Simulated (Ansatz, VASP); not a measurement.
**Two plane-wave programs on Zr**

The input INCAR:

```
SYSTEM = Zr
PREC = Accurate ; ENCUT = 520
EDIFF = 1E-7 ; ISMEAR = -1
SIGMA = 0.1 ; LREAL = .False.
LASPH = .True. ; NELM = 60
ALGO = Normal ; ISIF = 2
LWAVE = .False. ; LCHARG = .False.
NBANDS = 32
```

KPOINTS

```
regular mesh
0
Gamma
  13 13 4
  0 0 0
```

File POSCAR:

```
Zr
1.0
    3.1265238884      0.0000000000      0.0000000000
   -1.5632619442      2.7076491129      0.0000000000
    0.0000000000      0.0000000000     10.2769611226
Zr
4
Direct
    0.0000000000      1.0000000000      0.0000000000
    0.0000000000      1.0000000000      0.5000000000
    0.3333333333      0.6666666667      0.2500000000
    0.6666666667      0.3333333333      0.7500000000
```

Input for Ansatz:

```yaml
crystal:
  lattice:
    - [3.1265238884, 0.0, 0.0]
    - [-1.5632619442, 2.7076491129, 0.0]
    - [0.0, 0.0, 10.2769611226]
  atoms:
    - { symbol: Zr, position: [0.0, 1.0, 0.0] }
    - { symbol: Zr, position: [0.0, 1.0, 0.5] }
    - { symbol: Zr, position: [0.3333333333, 0.6666666667, 0.25] }
    - { symbol: Zr, position: [0.6666666667, 0.3333333333, 0.75] }
hamiltonian:
  xc: lda
  pseudopotentials:
    kind: paw
    azcp:
      Zr: "pseudopotentials/Zr.paw.azcp"
basis:
  ecutwfc: 420
  fft_grid_basis: typed
kpoints:
  mp_grid: { grid: [13, 13, 4], shift: [0, 0, 0] }
magnetization:
  spin_polarized: false
scf:
  occupations: { method: fermi_dirac, width: 0.1 }
  lower_state_search: "off"
output:
  stress: true
  write_density: true
  write_potential: true
  elf: true
  volumetric_format: npy
```

Alike in both runs: task single point; functional LDA; k mesh 13 × 13 × 4; occupations fermi-dirac, width 0.1 eV; no spin polarisation.

|  | VASP | Ansatz |
| --- | --- | --- |
| version | VASP 6.6.1 | Ansatz 0.2.0 |
| potentials or method | VASP PAW LDA potentials, release 64 (Zr_sv), cutoff 520 eV | plane waves (420 eV) with PAW, scalar-relativistic |
| valence electrons in the cell | 48 | 48 |

Ansatz gave:

- pressure (GPa): 0.1
- traceless stress, the component that is largest in VASP (GPa): -0.08

**Question.** What did VASP give for the same quantities?

**Answer.** Pressure (GPa): 0.2; traceless stress, the component that is largest in VASP (GPa): -0.05.

Ansatz warns that its potentials were made for another functional, while VASP's fit it. LDA's correlation is that of Perdew and Zunger in VASP and of Perdew and Wang (1992) in Ansatz.
